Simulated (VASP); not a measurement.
Ti: relaxation of cell and atoms with LDA

Ti:

```
Ti
1.0
     2.95000    0.00000    0.00000
    -1.47500    2.55477    0.00000
     0.00000    0.00000    4.68000
Ti
2
Direct
  0.66667 0.33333 0.75000
  0.33333 0.66667 0.25000
```

```json
{"Program": "VASP 6.6.1", "Task": "relaxation of cell and atoms", "Functional": "LDA", "Potentials or basis": "VASP PAW LDA potentials, release 64 (Ti_sv)", "Cutoff": "600 eV", "k mesh": "10 × 10 × 6", "Occupations": "fermi-dirac, width 0.025 eV", "Spin": "collinear spin", "Starting moments": "[1.0, -0.5] μB", "Dipole correction": "no", "Further INCAR settings": "ALGO = Normal; EDIFF = 1e-06; IBRION = 2; EDIFFG = -0.01; NSW = 60; ISIF = 3"}
```

```
Relaxed volume                                        : 16.06 Å³/atom
Relaxed cell                                          : a = 2.866 Å, b = 2.866 Å, c = 4.514 Å, α = 90.00°, β = 90.00°, γ = 120.00°
Space group after relaxing (to 0.1 Å)                 : P6_3/mmc (No. 194)
Energy gained by relaxing                             : 52.5 meV/atom
Ionic steps                                           : 10
Pressure after relaxing                               : 0.0 GPa
Band gap on the k mesh                                : zero (filled and empty bands overlap)
Net moment                                            : 0.00 μB per cell
Valence electrons inside the program's atomic spheres : Ti 10.38
```

The path:
```
step  energy change (eV)  largest force (eV/Å)  pressure (GPa)  volume (Å³)
   1              0.0000                0.0000           -9.91        35.27
   2             -0.0440                0.0000            9.65        29.99
   3             -0.1049                0.0000           -0.09        32.14
   4             -0.1048                0.0000            0.11        32.08
   5             -0.1050                0.0000            0.17        32.08
   6             -0.1050                0.0000            0.19        32.08
   7             -0.1050                0.0000            0.17        32.08
   8             -0.1050                0.0000            0.17        32.08
   9             -0.1050                0.0000           -0.10        32.16
  10             -0.1050                0.0000           -0.02        32.12
```

Final structure:
```
CELL_PARAMETERS angstrom
2.86635 0.00000 0.00000
-1.43317 2.48233 0.00000
0.00000 0.00000 4.51436
ATOMIC_POSITIONS crystal
Ti 0.66667 0.33333 0.75000
Ti 0.33333 0.66667 0.25000
```

Levels at points of the mesh, in eV from the Fermi level:
Spin up:
| k point | band 9 | band 10 | band 11 | band 12 | band 13 | band 14 | band 15 | band 16 |
| --- | --- | --- | --- | --- | --- | --- | --- | --- |
| (0.00, 0.00, 0.00) | -6.30 | -2.88 | 0.78 | 0.78 | 0.96 | 1.17 | 1.35 | 1.35 |
| (0.50, 0.00, 0.00) | -2.43 | -2.40 | -2.06 | -0.48 | 0.41 | 0.71 | 1.31 | 3.65 |
| (0.00, 0.00, 0.50) | -4.32 | -4.32 | 0.11 | 0.11 | 0.66 | 0.66 | 0.66 | 0.66 |
| (0.50, 0.00, 0.50) | -2.75 | -2.75 | -0.91 | -0.91 | 1.62 | 1.62 | 1.83 | 1.83 |
Spin down:
```csv
k point,band 9,band 10,band 11,band 12,band 13,band 14,band 15,band 16
"(0.00, 0.00, 0.00)",-6.30,-2.88,0.78,0.78,0.96,1.17,1.35,1.35
"(0.50, 0.00, 0.00)",-2.43,-2.40,-2.06,-0.48,0.41,0.71,1.31,3.65
"(0.00, 0.00, 0.50)",-4.32,-4.32,0.11,0.11,0.66,0.66,0.66,0.66
"(0.50, 0.00, 0.50)",-2.75,-2.75,-0.91,-0.91,1.62,1.62,1.83,1.83
```

Run time: 3.2 min on 1 thread of Intel(R) Xeon(R) Platinum 8488C (Sapphire Rapids), with other jobs on the host, peak memory 0.19 GiB.

LDA usually gives volumes a few per cent too small. Zero-point motion and thermal expansion aren't in these numbers.
